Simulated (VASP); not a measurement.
# CuO (P-1) in VASP: a series of runs

The runs below take CuO through single point, with r2SCAN.

All numbers are computed with VASP 6.6.1; they aren't measurements. Logs are shortened: lines on timing, memory, paths and dates and some standing lists are left out, and cuts for length are marked.

### Step 1. The cell of the first run

The typed cell holds 4 atoms: a = 2.880 Å, b = 2.880 Å, c = 5.176 Å, α = 89.81°, β = 89.81°, γ = 89.22°.

### Step 2. Single point, r2SCAN, collinear spin

POSCAR reads:

```
CuO
1.0
    2.8795009639      0.0000000000      0.0000000000
    0.0390727580      2.8792794796      0.0000000000
    0.0174953863      0.0172449008      5.1763391994
Cu O
2 2
Direct
    0.5000000000      0.0000000000      0.5000000000
    0.0000000000      0.5000000000      0.0000000000
    0.0015760300      0.9983282200      0.2501129000
    0.9984239700      0.0016717800      0.7498871000
```

INCAR.step1 reads:

```
SYSTEM = CuO
  PREC = Accurate
  ENCUT = 900
  ISMEAR = 0
  SIGMA = 0.1
  LREAL = .FALSE.
  LASPH = .TRUE.
  NELM = 200
  ISPIN = 2
  MAGMOM = -0.61 0.61 0 0
  LMAXMIX = 4
  NBANDS = 37
  GGA = PE
  ALGO = Normal
  EDIFF = 1E-5
  LWAVE = .TRUE.
  LCHARG = .FALSE.
  GGA_COMPAT = .FALSE.
```

INCAR.step2 reads:

```
SYSTEM = CuO
  PREC = Accurate
  ENCUT = 900
  EDIFF = 1E-6
  ISMEAR = 0
  SIGMA = 0.1
  LREAL = .FALSE.
  LASPH = .TRUE.
  NELM = 200
  ALGO = Normal
  ISIF = 2
  LWAVE = .FALSE.
  LCHARG = .FALSE.
  ISPIN = 2
  MAGMOM = -0.61 0.61 0 0
  LORBIT = 11
  LMAXMIX = 4
  METAGGA = R2SCAN
  LMIXTAU = .TRUE.
  NBANDS = 37
  ISTART = 1
  GGA_COMPAT = .FALSE.
```

KPOINTS reads:

```
Automatic mesh
0
G
  1 1 1
  0 0 0
```

Potentials or basis: VASP PAW PBE potentials, release 64 (Cu_sv_GW, O).

The run is started by

```
cat potpaw_PBE.64/Cu_sv_GW/POTCAR potpaw_PBE.64/O/POTCAR > POTCAR
cp INCAR.step1 INCAR
mpirun -np 1 vasp_gam > vasp.out
cp INCAR.step2 INCAR
mpirun -np 1 vasp_gam > vasp.out
```

OUTCAR:

```text
SYSTEM = CuO
   PREC = Accurate
   ENCUT = 900
   EDIFF = 1E-6
   ISMEAR = 0
   LREAL = .FALSE.
   LASPH = .TRUE.
   NELM = 200
   ISIF = 2
   ISPIN = 2
   LORBIT = 11
   METAGGA = R2SCAN
   ISTART = 1

 ion  position               nearest neighbor table
   1  0.500  0.000  0.500-   3 1.94   4 1.94   3 1.94   4 1.94
   2  0.000  0.500  0.000-   3 1.94   4 1.94   4 1.94   3 1.94
   3  0.002  0.998  0.250-   1 1.94   1 1.94   2 1.94   2 1.94
   4  0.998  0.002  0.750-   1 1.94   1 1.94   2 1.94   2 1.94

  LATTYP: Found a base centered monoclinic cell.
 ALAT       =    11.1169163425
 B/A-ratio  =     0.3638182808
 C/A-ratio  =     0.4656324948
 COS(beta)  =    -0.9295148209

  Lattice vectors:

 A1 = (   2.8620055776,  -0.0172449008,  -5.1763391994)
 A2 = (   0.0215773717,   2.8620345788,  -5.1763391994)
 A3 = (   0.0174953863,   0.0172449008,   5.1763391994)

Analysis of symmetry for initial positions (statically):
=====================================================================
 Subroutine PRICEL returns:
 Original cell was already a primitive cell.

 Routine SETGRP: Setting up the symmetry group for a
 base centered monoclinic supercell.

 Subroutine GETGRP returns: Found  2 space group operations
 (whereof  2 operations were pure point group operations)
 out of a pool of  4 trial point group operations.

The static configuration has the point symmetry S_2 .

Analysis of symmetry for dynamics (positions and initial velocities):
=====================================================================
 Subroutine PRICEL returns:
 Original cell was already a primitive cell.

 Routine SETGRP: Setting up the symmetry group for a
 base centered monoclinic supercell.

 Subroutine GETGRP returns: Found  2 space group operations
 (whereof  2 operations were pure point group operations)
 out of a pool of  4 trial point group operations.

The dynamic configuration has the point symmetry S_2 .

Analysis of structural, dynamic, and magnetic symmetry:
=====================================================================
 Subroutine PRICEL returns:
 Original cell was already a primitive cell.

[... 109 lines left out ...]
  Fermi-wavevector in a.u.,A,eV,Ry     =   1.722623  3.255285 40.374336  2.967430
  Thomas-Fermi vector in A             =   2.798653
   LORBIT       =     11    0 simple, 1 ext, 2 COOP (PROOUT), +10 PAW based schemes
   METAGGA = R2SCAN    functional components
   LHFCALC =     F    Hartree Fock is set to
   AEXX    =    0.0000 exact exchange contribution
   IVDW    =     0    specifies the selected vdW correction
   LEPSILON=     F    determine dielectric tensor
   LRPA    =     F    only Hartree local field effects (RPA)
 spin polarized calculation
 Gauss-broadening in eV      SIGMA  =   0.10
  energy-cutoff  :      900.00
  volume of cell :       42.92
 maximum number of plane-waves:      1305
   NGX = 15   NGY = 15   NGZ = 25

 number of electron      50.0000027 magnetization      -0.0000000

 Free energy of the ion-electron system (eV)
  ---------------------------------------------------
  ext. energy  EPLUGINS =         0.00000000
  ---------------------------------------------------
  free energy    TOTEN  =       -33.98174209 eV

  energy without entropy =      -33.98174209  energy(sigma->0) =      -33.98174209

 E-fermi :   6.0075     XC(G=0): -12.5442

 val. band max:        5.2427056228   @ k =   0.0000   0.0000   0.0000
 cond. band min:       6.8740486906   @ k =   0.0000   0.0000   0.0000
 fundamental gap:      1.6313430678
 Fermi energy:         6.0075219120

 spin component 1

 k-point     1 :       0.0000    0.0000    0.0000
  band No.  band energies     occupation
      1    -112.6149      1.00000
      2    -111.8133      1.00000
      3     -68.5709      1.00000
      4     -68.5392      1.00000
      5     -68.1393      1.00000
      6     -67.9026      1.00000
[... 29 lines left out ...]
     36      22.6915      0.00000
     37      26.4639      0.00000
 Fermi energy:         6.0075219120

 spin component 2

 k-point     1 :       0.0000    0.0000    0.0000
  band No.  band energies     occupation
      1    -112.6172      1.00000
      2    -111.8116      1.00000
      3     -68.5736      1.00000
      4     -68.5415      1.00000
      5     -68.1410      1.00000
      6     -67.9007      1.00000
[... 29 lines left out ...]
     36      22.6892      0.00000
     37      26.4641      0.00000

------------------------ aborting loop because EDIFF is reached ----------------------------------------

  FORCE on cell =-STRESS in cart. coord.  units (eV):
  Direction    XX          YY          ZZ          XY          YZ          ZX
  --------------------------------------------------------------------------------------
  -------------------------------------------------------------------------------------
  Total       -3.0745576     -3.0765666      3.9232005     -0.1545935     -0.0507592     -0.0482486
  in kB     -114.7808508   -114.8558518    146.4627910     -5.7713600     -1.8949663     -1.8012405
  external PRESSURE =     -27.7246372 kB  Pullay stress =       0.0000000 kB

 VOLUME and BASIS-vectors are now :
 -----------------------------------------------------------------------------
  energy-cutoff  :      900.00
  volume of cell :       42.92
      direct lattice vectors                 reciprocal lattice vectors
     2.879500964  0.000000000  0.000000000     0.347282398 -0.004712735 -0.001158071
     0.039072758  2.879279480  0.000000000     0.000000000  0.347309112 -0.001157055
     0.017495386  0.017244901  5.176339199     0.000000000  0.000000000  0.193186722

 POSITION                                       TOTAL-FORCE (eV/Angst)
 -----------------------------------------------------------------------------------
      1.44850      0.00862      2.58817         0.000000     -0.000000      0.000000
      0.01954      1.43964      0.00000         0.000000     -0.000000      0.000000
      0.04792      2.87878      1.29467        -0.016531      0.016341     -0.014472
      2.88815      0.01775      3.88167         0.016531     -0.016341      0.014472
 -----------------------------------------------------------------------------------
    total drift:                                0.000000      0.000000      0.000000

  FREE ENERGIE OF THE ION-ELECTRON SYSTEM (eV)
  ---------------------------------------------------
  free  energy   TOTEN  =       -33.9817420859 eV

  energy  without entropy=      -33.9817420859  energy(sigma->0) =      -33.98174209

 total charge

# of ion       s       p       d       f       tot
--------------------------------------------------
    1        2.261   6.292   8.826   0.023  17.402
    2        2.261   6.292   8.826   0.023  17.401
    3        1.463   3.641   0.000   0.000   5.104
    4        1.463   3.641   0.000   0.000   5.104
--------------------------------------------------
tot          7.447  19.865  17.651   0.046  45.010

 magnetization (x)

# of ion       s       p       d       f       tot
--------------------------------------------------
    1        0.004   0.008  -0.427   0.001  -0.415
    2       -0.004  -0.008   0.427  -0.001   0.414
    3        0.000   0.000   0.000   0.000   0.000
    4        0.000   0.000   0.000   0.000   0.000
--------------------------------------------------
tot         -0.000   0.000  -0.000   0.000   0.000
```

OSZICAR.step1:

```text
N       E                     dE             d eps       ncg     rms          rms(c)
DAV:   1     0.115397832140E+04    0.11540E+04   -0.44419E+04   246   0.717E+03
DAV:   2     0.112420578971E+03   -0.10416E+04   -0.99335E+03   264   0.147E+03
DAV:   3    -0.178083284044E+02   -0.13023E+03   -0.12686E+03   280   0.552E+02
DAV:   4    -0.252546989320E+02   -0.74464E+01   -0.74291E+01   264   0.106E+02
DAV:   5    -0.256216750454E+02   -0.36698E+00   -0.36676E+00   240   0.212E+01    0.227E+01
DAV:   6    -0.228773808271E+02    0.27443E+01   -0.62152E+01   256   0.378E+02    0.217E+01
DAV:   7    -0.166313894904E+02    0.62460E+01   -0.23637E+01   248   0.247E+02    0.432E+00
DAV:   8    -0.167822209146E+02   -0.15083E+00   -0.13156E+00   248   0.162E+01    0.222E+00
DAV:   9    -0.168041963796E+02   -0.21975E-01   -0.79499E-02   288   0.140E+01    0.119E+00
DAV:  10    -0.168051536542E+02   -0.95727E-03   -0.24437E-02   248   0.119E+01    0.414E-01
DAV:  11    -0.168048222774E+02    0.33138E-03   -0.56835E-03   232   0.601E+00    0.141E-01
DAV:  12    -0.168052143394E+02   -0.39206E-03   -0.98279E-04   256   0.164E+00    0.614E-02
DAV:  13    -0.168054235468E+02   -0.20921E-03   -0.26687E-04   208   0.341E-01    0.341E-02
DAV:  14    -0.168054365136E+02   -0.12967E-04   -0.12136E-05   144   0.208E-01    0.126E-02
DAV:  15    -0.168054423963E+02   -0.58827E-05   -0.51488E-06   120   0.105E-01
   1 F= -.16805442E+02 E0= -.16805442E+02  d E =-.182932E-10  mag=     0.0000
```

Wall time 47 s (1 thread of AMD EPYC 7R13 (Zen 3), shared host); peak memory 0.22 GiB.

What came out:

```yaml
Free_energy: -33.9817 eV
Pressure: -2.8 GPa
Largest_force: 0.027 eV/Å
Net_moment: 0.00 μB per cell
Site_moments: Cu -0.41, +0.41; O +0.00 μB
Valence_electrons_inside_the_program's_atomic_spheres: Cu 17.40; O 5.10
```

Forces on the atoms (eV/Å):
```
Cu   0.000  0.000  0.000
Cu   0.000  0.000  0.000
O   -0.017  0.016 -0.014
O    0.017 -0.016  0.014
```

Caveat: the k points lie up to 2.18 Å⁻¹ apart, too coarse for converged energies, forces and pressures; the PAW data sets were made with another functional, which shifts forces and pressure a little.

### Step 3. Single point, r2SCAN, collinear spin

POSCAR is that of step 2.

INCAR.step1 reads:

```
  PREC = Accurate
  ENCUT = 900
  ISMEAR = 0
  SIGMA = 0.1
  LREAL = False
  LASPH = True
  NELM = 200
  ISPIN = 2
  MAGMOM = -0.61 0.61 0 0
  LMAXMIX = 4
  NBANDS = 37
  GGA = PE
  ALGO = Normal
  EDIFF = 1E-5
  LWAVE = True
  LCHARG = False
  GGA_COMPAT = False
```

INCAR.step2 reads:

```
  PREC = Accurate
  ENCUT = 900
  EDIFF = 1E-6
  ISMEAR = 0
  SIGMA = 0.1
  LREAL = False
  LASPH = True
  NELM = 200
  ALGO = Normal
  ISIF = 2
  LWAVE = False
  LCHARG = False
  ISPIN = 2
  MAGMOM = -0.61 0.61 0 0
  LORBIT = 11
  LMAXMIX = 4
  METAGGA = R2SCAN
  LMIXTAU = True
  NBANDS = 37
  ISTART = 1
  GGA_COMPAT = False
```

KPOINTS reads:

```
Automatic mesh
0
Gamma
  1 1 1
```

Potentials or basis: VASP PAW PBE potentials, release 64 (Cu_sv_GW, O).

The run is started by

```
cat potpaw_PBE.64/Cu_sv_GW/POTCAR potpaw_PBE.64/O/POTCAR > POTCAR
cp INCAR.step1 INCAR
mpirun -np 1 vasp_gam > vasp.out
cp INCAR.step2 INCAR
mpirun -np 1 vasp_gam > vasp.out
```

It took 2 min on 1 thread of Intel Xeon Platinum 8259CL at 2.50GHz (Skylake/Cascade Lake), shared host; peak memory 0.25 GiB.

It converged, with:

```
Free energy                                           : -33.9817 eV
Pressure                                              : -2.8 GPa
Largest force                                         : 0.027 eV/Å
Net moment                                            : 0.00 μB per cell
Site moments                                          : Cu -0.41, +0.41; O +0.00 μB
Valence electrons inside the program's atomic spheres : Cu 17.40; O 5.10
```

Forces in eV/Å, atoms in the order of the input:
```
Cu   0.000  0.000  0.000
Cu   0.000  0.000  0.000
O   -0.017  0.016 -0.014
O    0.017 -0.016  0.014
```

Stress tensor (GPa, compression positive):
```
-11.48  -0.58  -0.18
 -0.58 -11.48  -0.19
 -0.18  -0.19  14.65
```

Levels at points of the mesh, in eV from the Fermi level:
Spin up:
```
           k point  band 23  band 24  band 25  band 26  band 27  band 28
(0.00, 0.00, 0.00)    -3.43    -3.10    -0.77     0.87     0.88     5.94
```
Spin down:
| k point | band 21 | band 22 | band 23 | band 24 | band 25 | band 26 | band 27 | band 28 | band 29 | band 30 |
| --- | --- | --- | --- | --- | --- | --- | --- | --- | --- | --- |
| (0.00, 0.00, 0.00) | -3.87 | -3.47 | -3.43 | -3.10 | -0.76 | 0.87 | 0.88 | 5.94 | 7.02 | 13.43 |

Caveat: the k points lie up to 2.18 Å⁻¹ apart, too coarse for converged energies, forces and pressures; the PAW data sets were made with another functional, which shifts forces and pressure a little.
